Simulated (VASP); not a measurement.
Set up this calculation in VASP 6.6.1, as the native input.

- Task: single point
- Functional: LDA
- Potentials or basis: VASP PAW LDA potentials, release 64 (La, Sb, Os)
- Cutoff: 520 eV
- k mesh: 6 × 6 × 6
- Occupations: gaussian, width 0.1 eV
- Spin: no spin polarisation
- Dipole correction: no
- Further INCAR settings: LREAL = Auto; ALGO = Normal; EDIFF = 1e-06; NBANDS = 66

The structure of LaSb12Os4 lies in POSCAR:

```
LaSb12Os4
1.0
   -4.6243271170      4.6243271170      4.6243271170
    4.6243271170     -4.6243271170      4.6243271170
    4.6243271170      4.6243271170     -4.6243271170
La Sb Os
1 12 4
Direct
    0.0000000000      0.0000000000      0.0000000000
    0.3403687948      0.1570966207      0.4974654155
    0.6596312052      0.8429033793      0.5025345845
    0.6596312052      0.1570966207      0.8167278259
    0.3403687948      0.8429033793      0.1832721741
    0.1832721741      0.3403687948      0.8429033793
    0.8167278259      0.6596312052      0.1570966207
    0.5025345845      0.6596312052      0.8429033793
    0.4974654155      0.3403687948      0.1570966207
    0.8429033793      0.5025345845      0.6596312052
    0.1570966207      0.4974654155      0.3403687948
    0.8429033793      0.1832721741      0.3403687948
    0.1570966207      0.8167278259      0.6596312052
    0.0000000000      0.0000000000      0.5000000000
    0.5000000000      0.5000000000      0.5000000000
    0.0000000000      0.5000000000      0.0000000000
    0.5000000000      0.0000000000      0.0000000000
```

The input as run:

INCAR

```
  PREC = Accurate
  ENCUT = 520
  EDIFF = 1E-6
  ISMEAR = 0
  SIGMA = 0.1
  LREAL = Auto
  LASPH = True
  NELM = 100
  ALGO = Normal
  ISIF = 2
  LWAVE = False
  LCHARG = False
  GGA = CA
  NBANDS = 66
```

KPOINTS

```
Automatic mesh
0
Gamma
  6 6 6
```

Potentials or basis: VASP PAW LDA potentials, release 64 (La, Sb, Os).

The run is started by

```console
$ cat potpaw_LDA.64/La/POTCAR potpaw_LDA.64/Sb/POTCAR potpaw_LDA.64/Os/POTCAR > POTCAR
$ mpirun -np 1 vasp_std > vasp.out
```

It gave:

The pressure is 0.2 GPa and the largest force is 0.039 eV/Å. The band gap on the k mesh is zero (an odd number of electrons rules out a gap without spin polarisation).

Caveat: spin-orbit coupling is left out, which moves the levels of the heavy elements; an odd number of electrons without spin polarisation forces a metal; a magnetic or distorted state may lie lower.

Run time: 14 min on 1 thread of Intel(R) Xeon(R) Platinum 8375C CPU @ 2.90GHz (Ice Lake) (shared host), peak memory 0.54 GiB.
